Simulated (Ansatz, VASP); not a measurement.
## One calculation of Cs, two programs

Contents of INCAR:

```
PREC = Accurate
ENCUT = 600
EDIFF = 1E-6
ISMEAR = -1
SIGMA = 0.1
LREAL = F
LASPH = T
NELM = 80
ALGO = Normal
ISIF = 3
LWAVE = F
LCHARG = F
GGA = RP
IBRION = 2
NSW = 80
EDIFFG = -0.01
```

Contents of KPOINTS:

```
Automatic mesh
0
Gamma
  7 7 7
```

POSCAR

```
Cs
1.0
    4.9225963477      0.0000000000      0.0000000000
    0.0000000000      4.9225963477      0.0000000000
    0.0000000000      0.0000000000      4.9225963477
Cs
1
Direct
    0.0000000000      0.0000000000      0.0000000000
```

Input for Ansatz:

```yaml
crystal:
  lattice:
    - [4.9225963477, 0.0, 0.0]
    - [0.0, 4.9225963477, 0.0]
    - [0.0, 0.0, 4.9225963477]
  atoms:
    - { symbol: Cs, position: [0.0, 0.0, 0.0] }
hamiltonian:
  xc: rpbe
  pseudopotentials:
    kind: paw
    azcp:
      Cs: "pseudopotentials/Cs.paw.azcp"
basis:
  ecutwfc: 420
  fft_grid_basis: typed
kpoints:
  mp_grid: { grid: [7, 7, 7], shift: [0, 0, 0] }
magnetization:
  spin_polarized: false
scf:
  occupations: { method: fermi_dirac, width: 0.1 }
relax:
  max_steps: 60
  f_tol: 0.01
  cell: {}
```

Alike in both runs: task relaxation of cell and atoms; functional RPBE; k mesh 7 × 7 × 7; occupations fermi-dirac, width 0.1 eV; no spin polarisation.

|  | VASP | Ansatz |
| --- | --- | --- |
| version | VASP 6.6.1 | Ansatz 0.2.0 |
| potentials or method | VASP PAW PBE potentials, release 64 (Cs_sv), cutoff 600 eV | plane waves (420 eV) with PAW, scalar-relativistic |
| valence electrons in the cell | 9 | 9 |

```tsv
	VASP	Ansatz	Ansatz less VASP
relaxed volume (Å³/atom)	143.85	142.97	-0.879
relaxed cell length with the largest relative difference (Å)	5.240	5.229	-0.0107
```

VASP's potentials were made for PBE, not for RPBE.

Spin-orbit coupling is off throughout. Noted on VASP's run: the volume moved by over 15 % at a fixed basis, so the end points are rough.
